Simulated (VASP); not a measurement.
A run of VASP 6.6.1 is set up as follows.

File POSCAR:

```
HfB
1.0
    0.0000000000      2.3365902417      2.3365902417
    2.3365902417      0.0000000000      2.3365902417
    2.3365902417      2.3365902417      0.0000000000
Hf B
1 1
Direct
    0.5000000000      0.5000000000      0.5000000000
    0.0000000000      0.0000000000      0.0000000000
```

The input INCAR.step1:

```
SYSTEM = HfB
  PREC = Accurate
  ENCUT = 520
  ISMEAR = -1
  SIGMA = 0.05
  LREAL = .False.
  LASPH = .True.
  NELM = 60
  NBANDS = 14
  GGA = PE
  ALGO = Normal
  EDIFF = 1E-4
  LWAVE = .True.
  LCHARG = .False.
```

INCAR.step2

```
SYSTEM = HfB
  PREC = Accurate
  ENCUT = 520
  EDIFF = 1E-6
  ISMEAR = -1
  SIGMA = 0.05
  LREAL = .False.
  LASPH = .True.
  NELM = 60
  ALGO = Normal
  ISIF = 2
  LWAVE = .False.
  LCHARG = .False.
  METAGGA = R2SCAN
  LMIXTAU = .True.
  NBANDS = 14
  ISTART = 1
```

The input KPOINTS:

```
Automatic mesh
0
Gamma
  10 10 10
  0 0 0
```

Potentials or basis: VASP PAW PBE potentials, release 64 (Hf_pv, B).

Run with:

```bash
$ cat potpaw_PBE.64/Hf_pv/POTCAR potpaw_PBE.64/B/POTCAR > POTCAR
$ cp INCAR.step1 INCAR
$ mpirun -np 1 vasp_std > vasp.out
$ cp INCAR.step2 INCAR
$ mpirun -np 1 vasp_std > vasp.out
```

(1) Estimate the band gap on the k mesh.

(2) Estimate the pressure.

## Answers

(1) zero (an odd number of electrons rules out a gap without spin polarisation).

(2) 20.4 GPa.

Caveat: the cell stands under pressure; the PAW data sets were made with another functional, which shifts forces and pressure a little; spin-orbit coupling is left out, which moves the levels of the heavy elements.
